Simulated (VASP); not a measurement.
# KCl in VASP: further runs, part 3 of 3

VASP 6.6.1. Earlier steps stand in the parts before.

### Step 6. Electric field gradients, PBE (equal xy, yz and zx shear strains of -3 %)

Input file INCAR:

```
PREC = Accurate
ENCUT = 520
EDIFF = 1E-8
ISMEAR = -1
SIGMA = 0.03
LREAL = False
LASPH = True
NELM = 100
ALGO = Normal
ISIF = 2
LWAVE = False
LCHARG = False
GGA = PE
LEFG = True
NBANDS = 15
```

Input file KPOINTS:

```
Automatic mesh
0
Gamma
  7 7 7
```

Input file POSCAR:

```
KCl
1.0
   -0.0946830000      3.1087585000      3.1087585000
    3.1087585000     -0.0946830000      3.1087585000
    3.1087585000      3.1087585000     -0.0946830000
K Cl
1 1
Direct
    0.0000000000      0.0000000000      0.0000000000
    0.5000000000      0.5000000000      0.5000000000
```

Potentials or basis: VASP PAW PBE potentials, release 64 (K_sv, Cl).

On the command line:

```console
$ cat potpaw_PBE.64/K_sv/POTCAR potpaw_PBE.64/Cl/POTCAR > POTCAR
$ mpirun -np 1 vasp_std > vasp.out
```

OUTCAR:

```text
PREC = Accurate
   ENCUT = 520
   EDIFF = 1E-8
   ISMEAR = -1
   LREAL = False
   LASPH = True
   NELM = 100
   ISIF = 2
   GGA = PE

 ion  position               nearest neighbor table
   1  0.000  0.000  0.000-   2 3.16   2 3.16   2 3.16   2 3.16   2 3.16   2 3.16
   2  0.500  0.500  0.500-   1 3.16   1 3.16   1 3.16   1 3.16   1 3.16   1 3.16

  LATTYP: Found a trigonal (rhomboedric) cell.
 ALAT       =     4.3974678729
 COS(alpha) =     0.4693254694

  Lattice vectors:

 A1 = (  -0.0946830000,   3.1087585000,   3.1087585000)
 A2 = (   3.1087585000,  -0.0946830000,   3.1087585000)
 A3 = (   3.1087585000,   3.1087585000,  -0.0946830000)

Analysis of symmetry for initial positions (statically):
=====================================================================
 Subroutine PRICEL returns:
 Original cell was already a primitive cell.

 Routine SETGRP: Setting up the symmetry group for a
 trigonal (rhombohedral) supercell.

 Subroutine GETGRP returns: Found 12 space group operations
 (whereof 12 operations were pure point group operations)
 out of a pool of 12 trial point group operations.

The static configuration has the point symmetry D_3d.

Analysis of symmetry for dynamics (positions and initial velocities):
=====================================================================
 Subroutine PRICEL returns:
 Original cell was already a primitive cell.

 Routine SETGRP: Setting up the symmetry group for a
 trigonal (rhombohedral) supercell.

 Subroutine GETGRP returns: Found 12 space group operations
 (whereof 12 operations were pure point group operations)
 out of a pool of 12 trial point group operations.

The dynamic configuration has the point symmetry D_3d.

 Subroutine INISYM returns: Found 12 space group operations
 (whereof 12 operations are pure point group operations),
 and found     1 'primitive' translations

----------------------------------------------------------------------------------------

                                     Primitive cell

  volume of cell :      62.8328

  direct lattice vectors                    reciprocal lattice vectors
    -0.094683000  3.108758500  3.108758500    -0.153668497  0.158495780  0.158495780
     3.108758500 -0.094683000  3.108758500     0.158495780 -0.153668497  0.158495780
     3.108758500  3.108758500 -0.094683000     0.158495780  0.158495780 -0.153668497

  length of vectors
     4.397467873  4.397467873  4.397467873     0.271764294  0.271764294  0.271764294

  position of ions in fractional coordinates (direct lattice)
     0.000000000  0.000000000  0.000000000
     0.500000000  0.500000000  0.500000000

  ion indices of the primitive-cell ions
   primitive index   ion index
                 1           1
                 2           2

----------------------------------------------------------------------------------------

 KPOINTS: Automatic mesh

[... 84 lines left out ...]
   IALGO  =     38    algorithm
   IMIX   =      4    mixing-type and parameters
     AMIX     =   0.40;   BMIX     =  1.00
     AMIX_MAG =   1.60;   BMIX_MAG =  1.00
  volume/ion in A,a.u.               =      31.42       212.01
  Fermi-wavevector in a.u.,A,eV,Ry     =   1.037655  1.960883 14.649760  1.076727
  Thomas-Fermi vector in A             =   2.172102
   LORBIT       =      0    0 simple, 1 ext, 2 COOP (PROOUT), +10 PAW based schemes
   GGA     = PE    functional components
   LHFCALC =     F    Hartree Fock is set to
   AEXX    =    0.0000 exact exchange contribution
   IVDW    =     0    specifies the selected vdW correction
   LEPSILON=     F    determine dielectric tensor
   LRPA    =     F    only Hartree local field effects (RPA)
 non-spin polarized calculation
  energy-cutoff  :      520.00
  volume of cell :       62.83
 maximum number of plane-waves:      1711
 NGX is ok and might be reduce to    36
   NGX = 17   NGY = 17   NGZ = 17

 number of electron      15.9999999 magnetization

 Free energy of the ion-electron system (eV)
  ---------------------------------------------------
  ext. energy  EPLUGINS =         0.00000000
  ---------------------------------------------------
  free energy    TOTEN  =        -6.80313588 eV

  energy without entropy =       -6.80313588  energy(sigma->0) =       -6.80313588

 E-fermi :  -1.1492     XC(G=0):  -7.5053

 val. band max:       -1.8167209883   @ k =   0.0000   0.0000   0.0000
 cond. band min:       3.2779361866   @ k =   0.0000   0.0000   0.0000
 fundamental gap:      5.0946571750
 Fermi energy:        -1.1492142791

 k-point     1 :       0.0000    0.0000    0.0000
  band No.  band energies     occupation
      1     -29.1002      2.00000
      2     -13.9798      2.00000
      3     -12.5624      2.00000
      4     -12.5591      2.00000
      5     -12.5591      2.00000
      6      -1.8964      2.00000
      7      -1.8964      2.00000
      8      -1.8167      2.00000
      9       3.2779      0.00000
     10       6.3763      0.00000
     11       6.3763      0.00000
     12       6.7647      0.00000
     13       7.3831      0.00000
     14       7.3831      0.00000
[... 401 lines left out ...]
      2     -14.0508      2.00000
      3     -12.6066      2.00000
      4     -12.5748      2.00000
      5     -12.4560      2.00000
      6      -2.6179      2.00000
      7      -2.1677      2.00000
      8      -2.0924      2.00000
      9       5.4553      0.00000
     10       5.6552      0.00000
     11       8.1001      0.00000
     12       8.1425      0.00000
     13       8.5901      0.00000
     14       8.9218      0.00000
     15      10.2121      0.00000

 [... further k-points ...]

------------------------ aborting loop because EDIFF is reached ----------------------------------------

  FORCE on cell =-STRESS in cart. coord.  units (eV):
  Direction    XX          YY          ZZ          XY          YZ          ZX
  --------------------------------------------------------------------------------------
  -------------------------------------------------------------------------------------
  Total        0.2323629      0.2323629      0.2323629      0.0684365      0.0684365      0.0684365
  in kB        5.9250404      5.9250404      5.9250404      1.7450685      1.7450685      1.7450685
  external PRESSURE =       5.9250404 kB  Pullay stress =       0.0000000 kB

 VOLUME and BASIS-vectors are now :
 -----------------------------------------------------------------------------
  energy-cutoff  :      520.00
  volume of cell :       62.83
      direct lattice vectors                 reciprocal lattice vectors
    -0.094683000  3.108758500  3.108758500    -0.153668497  0.158495780  0.158495780
     3.108758500 -0.094683000  3.108758500     0.158495780 -0.153668497  0.158495780
     3.108758500  3.108758500 -0.094683000     0.158495780  0.158495780 -0.153668497

 POSITION                                       TOTAL-FORCE (eV/Angst)
 -----------------------------------------------------------------------------------
      0.00000      0.00000      0.00000        -0.000000      0.000000     -0.000000
      3.06142      3.06142      3.06142         0.000000     -0.000000      0.000000
 -----------------------------------------------------------------------------------
    total drift:                                0.000000      0.000000      0.000000

  FREE ENERGIE OF THE ION-ELECTRON SYSTEM (eV)
  ---------------------------------------------------
  free  energy   TOTEN  =        -6.8031358823 eV

  energy  without entropy=       -6.8031358823  energy(sigma->0) =       -6.80313588

 Electric field gradients (V/A^2)
---------------------------------------------------------------------
 ion       V_xx      V_yy      V_zz      V_xy      V_xz      V_yz
---------------------------------------------------------------------
   1      -0.000     0.000     0.000     1.680     1.680     1.680
   2      -0.000    -0.000    -0.000    -1.925    -1.925    -1.925
---------------------------------------------------------------------

 Electric field gradients after diagonalization (V/A^2)
 (convention: |V_zz| > |V_xx| > |V_yy|)
----------------------------------------------------------------------
 ion       V_xx      V_yy      V_zz     asymmetry (V_yy - V_xx)/ V_zz
----------------------------------------------------------------------
   1      -1.680    -1.680     3.360       0.000
   2       1.925     1.925    -3.850       0.000
----------------------------------------------------------------------

           NMR quadrupolar parameters

 Cq : quadrupolar parameter    Cq=e*Q*V_zz/h
 eta: asymmetry parameters     (V_yy - V_xx)/ V_zz
 Q  : nuclear electric quadrupole moment in mb (millibarn)
----------------------------------------------------------------------
 ion       Cq(MHz)       eta       Q (mb)
----------------------------------------------------------------------
   1       0.008       0.000       1.000
   2      -0.009       0.000       1.000
----------------------------------------------------------------------
```

Wall time 37 s (1 thread of Intel Xeon Platinum 8375C at 2.90GHz (Ice Lake), shared host); peak memory 0.21 GiB.

What came out:

- Free energy: -6.8031 eV
- Pressure: 0.6 GPa
- Band gap on the k mesh: 5.09 eV
- Largest electric field gradient by atom: K +3.4; Cl -3.9 V/Å²

Levels at points of the mesh, in eV from the valence-band top:
```tsv
k point	band 6	band 7	band 8	band 9	band 10	band 11
(0.00, 0.00, 0.00)	-0.08	-0.08	0.00	5.09	8.19	8.19
```

Electric field gradients, principal values (V/Å²):
```tsv
atom	least	middle	greatest (by size)
1 K	-1.680	-1.680	3.360
2 Cl	1.925	1.925	-3.850
```

Caveat: the cell differs from its parent crystal (equal xy, yz and zx shear strains of -3 %); without QUAD_EFG the Cq values of the log hold for a quadrupole moment of 1 mb, not for the nuclei; an odd mesh through Γ misses points on the zone boundary, where band edges can lie.

### Step 7. Overview

| cell | cutoff (eV) | gap on the mesh (eV) | pressure (GPa) |
| --- | --- | --- | --- |
| a = 4.403 Å, angles 60.0°, 2 atoms | 400 | 5.30 | 1.5 |
| a = 4.522 Å, angles 60.0°, 2 atoms | 400 | 5.02 | -0.1 |
| a = 4.499, b = 4.499, c = 4.398 Å, angles 60.7, 60.7, 58.5°, 2 atoms | 520 | 5.14 | 0.7 |
| a = 4.397 Å, angles 62.0°, 2 atoms | 520 | 5.09 | 0.6 |

Alike in all rows: task electric field gradients; level PBE; potentials or basis VASP PAW PBE potentials, release 64 (K_sv, Cl); no spin polarisation; k mesh 7 × 7 × 7; smearing fermi-dirac 0.03 eV.

Caveats: an odd mesh through Γ misses points on the zone boundary, where band edges can lie.

Absolute energies hang on the potentials; compare differences alone.
